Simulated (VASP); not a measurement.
A run of VASP 6.6.1 is set up as follows.

INCAR

```
ALGO     = Normal         # electronic algorithm
EDIFF    = 1E-6           # SCF threshold, eV
ENCUT    = 520            # plane-wave cutoff, eV
GGA      = PE             # functional
ISIF     = 2              # what is computed and relaxed
ISMEAR   = -1             # smearing method
LASPH    = T              # aspherical terms in the spheres
LCHARG   = F              # write CHGCAR
LREAL    = F              # projectors in reciprocal space
LWAVE    = F              # write WAVECAR
NBANDS   = 17             # bands
NELM     = 100            # most SCF steps
PREC     = Accurate       # precision mode
SIGMA    = 0.05           # smearing width, eV
```

Contents of KPOINTS:

```
k-points
0
Gamma
  9 9 9
```

Contents of POSCAR:

```
WS
1.0
    2.9464872605      0.0000000000      0.0000000000
    0.0000000000      2.9464872605      0.0000000000
    0.0000000000      0.0000000000      2.9464872605
W S
1 1
Direct
    0.5000000000      0.5000000000      0.5000000000
    0.0000000000      0.0000000000      0.0000000000
```

Potentials or basis: VASP PAW PBE potentials, release 64 (W_sv, S).

Run with:

```console
$ cat potpaw_PBE.64/W_sv/POTCAR potpaw_PBE.64/S/POTCAR > POTCAR
$ mpirun -np 1 vasp_std > vasp.out
```

**Question.** What does it give for the pressure?

**Answer.** 18.4 GPa.

**Question.** Estimate the band gap on the k mesh.

**Answer.** Zero (band 10 reaches 15.63 eV, above the bottom of band 11 at 12.89 eV).

Caveat: spin-orbit coupling is left out, which moves the levels of the heavy elements.
